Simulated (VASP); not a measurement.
The system is NaCl.

```
CELL_PARAMETERS angstrom
4.77820 0.00000 0.00000
-2.38910 4.13804 0.00000
0.00000 0.00000 5.65730
ATOMIC_POSITIONS crystal
Na 0.33333 0.66667 0.25000
Na 0.66667 0.33333 0.75000
Cl 0.66667 0.33333 0.25000
Cl 0.33333 0.66667 0.75000
```

```yaml
Program: VASP 6.6.1
Task: relaxation of cell and atoms
Functional: r2SCAN
Potentials_or_basis: VASP PAW PBE potentials, release 64 (Na_pv, Cl)
Cutoff: 600 eV
k_mesh: 6 × 6 × 4
Occupations: fermi-dirac, width 0.02 eV
Spin: no spin polarisation
```

At the start: pressure -0.9 GPa; volume 27.96 Å³/atom.

Question: Where does the relaxation end?

Answer: Over 5 steps the energy falls by 4.4 meV/atom and the volume is 26.66 Å³/atom (-4.7 %); space group P6_3/mmc (No. 194, to 0.1 Å) before and after.

Step by step:
```
step  energy change (eV)  largest force (eV/Å)  pressure (GPa)  volume (Å³)
   1              0.0000                0.0000           -0.94       111.86
   2             -0.0125                0.0000           -0.50       109.23
   3             -0.0164                0.0000           -0.21       107.67
   4             -0.0154                0.0000            0.43       104.60
   5             -0.0174                0.0000           -0.01       106.63
```

Final structure:
```xyz
4
Lattice="4.7079 0.0000 0.0000 -2.3540 4.0772 0.0000 0.0000 0.0000 5.5550" Properties=species:S:1:pos:R:3 pbc="T T T"
Na    0.0000    2.7181    1.3888
Na    2.3540    1.3591    4.1663
Cl    2.3540    1.3591    1.3888
Cl    0.0000    2.7181    4.1663
```

Caveat: the PAW data sets were made with another functional, which shifts forces and pressure a little.
